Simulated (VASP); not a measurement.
# Ni (Fm-3m) in VASP: relaxation of cell and atoms with PBE

Aim: the relaxation of cell and atoms of Ni with PBE.

Program: VASP 6.6.1. These are calculated values, not measurements. Logs are shortened: lines on timing, memory, paths and dates and some standing lists are left out, and cuts for length are marked.

### 1 The cell of the first run

The structure is cubic, space group Fm-3m (No. 225). The conventional cell has a = 3.519 Å, b = 3.519 Å, c = 3.519 Å, α = 90.00°, β = 90.00°, γ = 90.00°. Within 3.3 Å of Ni (site symmetry m-3m) lie 12 Ni at 2.49 Å.

### 2 Relaxation of cell and atoms, PBE, collinear spin, ferromagnetic start

INCAR reads:

```
SYSTEM = Ni
ALGO = Normal ; EDIFF = 1E-7
EDIFFG = -0.005 ; ENCUT = 600
GGA = PE ; IBRION = 2
ISIF = 3 ; ISMEAR = -1
ISPIN = 2 ; LASPH = .TRUE.
LCHARG = .FALSE. ; LMAXMIX = 4
LORBIT = 11 ; LREAL = .FALSE.
LWAVE = .FALSE. ; MAGMOM = 1
NELM = 150 ; NSW = 60
PREC = Accurate ; SIGMA = 0.05
```

KPOINTS reads:

```
k-points
0
G
  21 21 21
  0 0 0
```

POSCAR reads:

```
Ni
1.0
    0.0000000000      1.7597012234      1.7597012234
    1.7597012234      0.0000000000      1.7597012234
    1.7597012234      1.7597012234      0.0000000000
Ni
1
Direct
    0.0000000000      0.0000000000      0.0000000000
```

Potentials or basis: VASP PAW PBE potentials, release 64 (Ni).

Started as:

```console
> cat potpaw_PBE.64/Ni/POTCAR > POTCAR
> mpirun -np 1 vasp_std > vasp.out
```

OUTCAR:

```text
SYSTEM = Ni
   EDIFF = 1E-7
   EDIFFG = -0.005
   ENCUT = 600
   GGA = PE
   IBRION = 2
   ISIF = 3
   ISMEAR = -1
   ISPIN = 2
   LASPH = .TRUE.
   LORBIT = 11
   LREAL = .FALSE.
   NELM = 150
   NSW = 60
   PREC = Accurate

 ion  position               nearest neighbor table
   1  0.000  0.000  0.000-

  LATTYP: Found a face centered cubic cell.
 ALAT       =     3.5194024468

  Lattice vectors:

 A1 = (   0.0000000000,   1.7597012234,   1.7597012234)
 A2 = (   1.7597012234,   0.0000000000,   1.7597012234)
 A3 = (   1.7597012234,   1.7597012234,   0.0000000000)

Analysis of symmetry for initial positions (statically):
=====================================================================
 Subroutine PRICEL returns:
 Original cell was already a primitive cell.

 Routine SETGRP: Setting up the symmetry group for a
 face centered cubic supercell.

 Subroutine GETGRP returns: Found 48 space group operations
 (whereof 48 operations were pure point group operations)
 out of a pool of 48 trial point group operations.

The static configuration has the point symmetry O_h .

Analysis of symmetry for dynamics (positions and initial velocities):
=====================================================================
 Subroutine PRICEL returns:
 Original cell was already a primitive cell.

 Routine SETGRP: Setting up the symmetry group for a
 face centered cubic supercell.

 Subroutine GETGRP returns: Found 48 space group operations
 (whereof 48 operations were pure point group operations)
 out of a pool of 48 trial point group operations.

The dynamic configuration has the point symmetry O_h .

Analysis of structural, dynamic, and magnetic symmetry:
=====================================================================
 Subroutine PRICEL returns:
 Original cell was already a primitive cell.

 Routine SETGRP: Setting up the symmetry group for a
 face centered cubic supercell.

 Subroutine GETGRP returns: Found 48 space group operations
 (whereof 48 operations were pure point group operations)
 out of a pool of 48 trial point group operations.

The overall configuration has the point symmetry O_h .

 Subroutine INISYM returns: Found 48 space group operations
 (whereof 48 operations are pure point group operations),
 and found     1 'primitive' translations

----------------------------------------------------------------------------------------

                                     Primitive cell

  volume of cell :      10.8980

  direct lattice vectors                    reciprocal lattice vectors
     0.000000000  1.759701223  1.759701223    -0.284139144  0.284139144  0.284139144
     1.759701223  0.000000000  1.759701223     0.284139144 -0.284139144  0.284139144
     1.759701223  1.759701223  0.000000000     0.284139144  0.284139144 -0.284139144

  length of vectors
     2.488593336  2.488593336  2.488593336     0.492143435  0.492143435  0.492143435

  position of ions in fractional coordinates (direct lattice)
     0.000000000  0.000000000  0.000000000

  ion indices of the primitive-cell ions
   primitive index   ion index
                 1           1

----------------------------------------------------------------------------------------

 KPOINTS: k-points

Automatic generation of k-mesh.
 Grid dimensions read from file:
 generate k-points for:   21   21   21

 Generating k-lattice:

  Cartesian coordinates                     Fractional coordinates (reciprocal lattice)
    -0.013530435  0.013530435  0.013530435     0.047619048  0.000000000  0.000000000
     0.013530435 -0.013530435  0.013530435     0.000000000  0.047619048  0.000000000
     0.013530435  0.013530435 -0.013530435     0.000000000  0.000000000  0.047619048

  Length of vectors
     0.023435402  0.023435402  0.023435402

  Shift w.r.t. Gamma in fractional coordinates (k-lattice)
     0.000000000  0.000000000  0.000000000

 Subroutine IBZKPT returns following result:
 ===========================================

 Found    286 irreducible k-points:

 Following reciprocal coordinates:
            Coordinates               Weight
  0.000000  0.000000  0.000000      1.000000
  0.047619  0.000000  0.000000      8.000000
  0.095238  0.000000  0.000000      8.000000
  0.142857  0.000000  0.000000      8.000000
  0.190476  0.000000  0.000000      8.000000
  0.238095  0.000000  0.000000      8.000000
[... 16 lines left out ...]
 -0.428571  0.047619  0.000000     24.000000
 -0.380952  0.047619  0.000000     24.000000
 [... further k-points ...]
   k-points           NKPTS =    286   k-points in BZ     NKDIM =    286   number of bands    NBANDS=     10
   number of dos      NEDOS =    301   number of ions     NIONS =      1
   total plane-waves  NPLWV =   8000
   dimension x,y,z NGX =    20 NGY =   20 NGZ =   20
   dimension x,y,z NGXF=    40 NGYF=   40 NGZF=   40
   ions per type =               1
   NGX,Y,Z   is equivalent  to a cutoff of  13.36, 13.36, 13.36 a.u.
   NGXF,Y,Z  is equivalent  to a cutoff of  26.72, 26.72, 26.72 a.u.
 SYSTEM =  Ni
   PREC   = accura    normal or accurate (medium, high low for compatibility)
   ISTART =      0    job   : 0-new  1-cont  2-samecut
   ICHARG =      2    charge: 1-file 2-atom 10-const
   ISPIN  =      2    spin polarized calculation?
   LNONCOLLINEAR =      F non collinear calculations
   LSORBIT =      F    spin-orbit coupling
   LASPH  =      T    aspherical Exc in radial PAW
   ENCUT  =  600.0 eV  44.10 Ry    6.64 a.u.   4.97  4.97  4.97*2*pi/ulx,y,z
   NELM   =    150;   NELMIN=  2; NELMDL= -5     # of ELM steps
   EDIFF  = 0.1E-06   stopping-criterion for ELM
   LREAL  =      F    real-space projection
   EDIFFG = -.5E-02   stopping-criterion for IOM
   NSW    =     60    number of steps for IOM
   IBRION =      2    ionic relax: 0-MD 1-quasi-New 2-CG
   NFREE  =      1    steps in history (QN), initial steepest desc. (CG)
   ISIF   =      3    stress and relaxation
   ISYM   =      2    0-nonsym 1-usesym 2-fastsym
   POTIM  = 0.5000    time-step for ionic-motion
   TEBEG  =    0.0;   TEEND  =   0.0 temperature during run
   PSTRESS=    0.0 pullay stress
   NELECT =      10.0000    total number of electrons
   NUPDOWN=      -1.0000    fix difference up-down
   EMIN   =  10.00;   EMAX   =-10.00  energy-range for DOS
   EFERMI =   0.00;   METHOD = LEGACY
   ISMEAR =    -1;   SIGMA  =   0.05  broadening in eV -4-tet -1-fermi 0-gaus
   EFERMI_NEDOS =   21; number of points for ismear=-14 and -15
   IALGO  =     38    algorithm
   IMIX   =      4    mixing-type and parameters
     AMIX     =   0.40;   BMIX     =  1.00
     AMIX_MAG =   1.60;   BMIX_MAG =  1.00
  volume/ion in A,a.u.               =      10.90        73.54
  Fermi-wavevector in a.u.,A,eV,Ry     =   1.590838  3.006247 34.433146  2.530765
  Thomas-Fermi vector in A             =   2.689471
   LORBIT       =     11    0 simple, 1 ext, 2 COOP (PROOUT), +10 PAW based schemes
   GGA     = PE    functional components
   LHFCALC =     F    Hartree Fock is set to
   AEXX    =    0.0000 exact exchange contribution
   IVDW    =     0    specifies the selected vdW correction
   LEPSILON=     F    determine dielectric tensor
   LRPA    =     F    only Hartree local field effects (RPA)
 conjugate gradient relaxation of ions
 spin polarized calculation
  energy-cutoff  :      600.00
  volume of cell :       10.90
 maximum number of plane-waves:       378
   NGX =  9   NGY =  9   NGZ =  9

--------------------------------------- Ionic step        1  -------------------------------------------

 number of electron      10.0000009 magnetization       0.6113582

 Free energy of the ion-electron system (eV)
  ---------------------------------------------------
  ext. energy  EPLUGINS =         0.00000000
  ---------------------------------------------------
  free energy    TOTEN  =        -5.47695782 eV

  energy without entropy =       -5.46236905  energy(sigma->0) =       -5.46966344

------------------------ aborting loop because EDIFF is reached ----------------------------------------

  FORCE on cell =-STRESS in cart. coord.  units (eV):
  Direction    XX          YY          ZZ          XY          YZ          ZX
  --------------------------------------------------------------------------------------
  -------------------------------------------------------------------------------------
  Total       -0.0207856     -0.0207856     -0.0207856      0.0000000     -0.0000000      0.0000000
  in kB       -3.0558105     -3.0558105     -3.0558105      0.0000000     -0.0000000      0.0000000
  external PRESSURE =      -3.0558105 kB  Pullay stress =       0.0000000 kB
[... 55 lines left out ...]
  energy  without entropy=       -5.4624370269  energy(sigma->0) =       -5.46970127

--------------------------------------- Ionic step        3  -------------------------------------------

 number of electron      10.0000009 magnetization       0.6104672

 Free energy of the ion-electron system (eV)
  ---------------------------------------------------
  ext. energy  EPLUGINS =         0.00000000
  ---------------------------------------------------
  free energy    TOTEN  =        -5.47697682 eV

  energy without entropy =       -5.46242304  energy(sigma->0) =       -5.46969993

 E-fermi :   9.3773     XC(G=0): -13.2556

 val. band max:        9.3764721762   @ k =  -0.3333   0.2857   0.0952
 cond. band min:       9.3790885440   @ k =   0.4286   0.2857   0.0476
 fundamental gap:      0.0026163678
 Fermi energy:         9.3773456690

 spin component 1

 k-point     1 :       0.0000    0.0000    0.0000
  band No.  band energies     occupation
      1       0.3674      1.00000
      2       6.9537      1.00000
      3       6.9537      1.00000
      4       6.9537      1.00000
      5       8.1316      1.00000
      6       8.1316      1.00000
      7      33.1015      0.00000
      8      36.9643      0.00000
      9      36.9643      0.00000
     10      36.9643      0.00000
[... 287 lines left out ...]
 k-point    24 :      -0.3810    0.0476    0.0000
  band No.  band energies     occupation
      1       4.3911      1.00000
      2       7.0062      1.00000
      3       7.0582      1.00000
      4       7.5971      1.00000
      5       8.5694      1.00000
      6       8.9579      0.99977
      7      17.3472      0.00000
      8      31.0963      0.00000
      9      33.2506      0.00000
     10      34.8065      0.00000

 [... further k-points ...]

 spin component 2

 k-point     1 :       0.0000    0.0000    0.0000
  band No.  band energies     occupation
      1       0.3312      1.00000
      2       7.6910      1.00000
      3       7.6910      1.00000
      4       7.6910      1.00000
      5       8.7005      1.00000
      6       8.7005      1.00000
      7      32.9396      0.00000
      8      36.9436      0.00000
      9      36.9436      0.00000
     10      36.9436      0.00000
[... 327 lines left out ...]
  FREE ENERGIE OF THE ION-ELECTRON SYSTEM (eV)
  ---------------------------------------------------
  free  energy   TOTEN  =        -5.4769768239 eV

  energy  without entropy=       -5.4624230359  energy(sigma->0) =       -5.46969993

 reached required accuracy - stopping structural energy minimisation

 total charge

# of ion       s       p       d       tot
------------------------------------------
    1        0.497   0.497   8.316   9.310

 magnetization (x)

# of ion       s       p       d       tot
------------------------------------------
    1       -0.007  -0.025   0.654   0.622
```

It took 84 s on 1 thread of Intel Xeon Platinum 8488C (Sapphire Rapids), shared host; peak memory 0.18 GiB.

Results:

| Item | Value |
| --- | --- |
| Free energy | -5.4770 eV |
| Relaxed volume | 10.88 Å³/atom |
| Relaxed cell | a = 2.487 Å, b = 2.487 Å, c = 2.487 Å, α = 60.00°, β = 60.00°, γ = 60.00° |
| Space group after relaxing (to 0.1 Å) | Fm-3m (No. 225) |
| Energy gained by relaxing | 0.0 meV/atom |
| Ionic steps | 3 |
| Pressure after relaxing | 0.0 GPa |
| Net moment | 0.61 μB per cell |
| Site moments | Ni +0.62 μB |
| Valence electrons inside the program's atomic spheres | Ni 9.31 |

Final structure:
```xyz
1
Lattice="0.0000 1.7587 1.7587 1.7587 0.0000 1.7587 1.7587 1.7587 0.0000" Properties=species:S:1:pos:R:3 pbc="T T T"
Ni    0.0000    0.0000    0.0000
```

Levels at points of the mesh, in eV from the Fermi level:
Spin up:
```
           k point  band 1  band 2  band 3  band 4  band 5  band 6  band 7  band 8  band 9  band 10
(0.00, 0.00, 0.00)   -9.01   -2.42   -2.42   -2.42   -1.25   -1.25   23.72   27.59   27.59    27.59
```
Spin down:
```
           k point  band 3  band 4  band 5  band 6  band 7  band 8
(0.00, 0.00, 0.00)   -1.69   -1.69   -0.68   -0.68   23.56   27.57
```
